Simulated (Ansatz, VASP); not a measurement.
# One calculation of Na2Cl, two programs

```
CELL_PARAMETERS angstrom
3.69421 0.21337 0.01853
0.21337 3.69421 0.01853
0.06561 0.06561 13.01065
ATOMIC_POSITIONS crystal
Na 0.00151 0.00832 0.22994
Na 0.99168 0.99849 0.77006
Na 0.01050 0.98950 0.50000
Na 0.49507 0.50493 0.00000
Cl 0.48525 0.48400 0.35701
Cl 0.51600 0.51475 0.64299
```

Alike in both runs: task single point; functional PBEsol; k mesh 8 × 8 × 4; occupations gaussian, width 0.1 eV; no spin polarisation.

|  | VASP | Ansatz |
| --- | --- | --- |
| version | VASP 6.6.1 | Ansatz 0.2.0 |
| potentials or method | VASP PAW PBE potentials, release 64 (Na_pv, Cl), cutoff 520 eV | scalar-relativistic, plane waves, PAW |
| valence electrons in the cell | 42 | 50 |

```tsv
	VASP	Ansatz	Ansatz less VASP
gap on the k mesh at the Fermi level (eV)	none	none	-
pressure (GPa)	-1.7	-1.7	+0.01
traceless stress, the component that is largest in VASP (GPa)	0.63	0.64	+0.007
rms of the force components (eV/Å)	0.062	0.063	+0.0006
```

VASP's potentials were made for PBE, not for PBEsol. Atom by atom the forces differ by 0.001 eV/Å (rms over components). A gap of «none» marks a metal or a gap that the smearing closes. The functional is the same, so the differences come from potentials, cutoffs and numerics. VASP's potentials hold 42 valence electrons a cell and Ansatz's 50, so a difference there can come from the potentials and not from the codes.
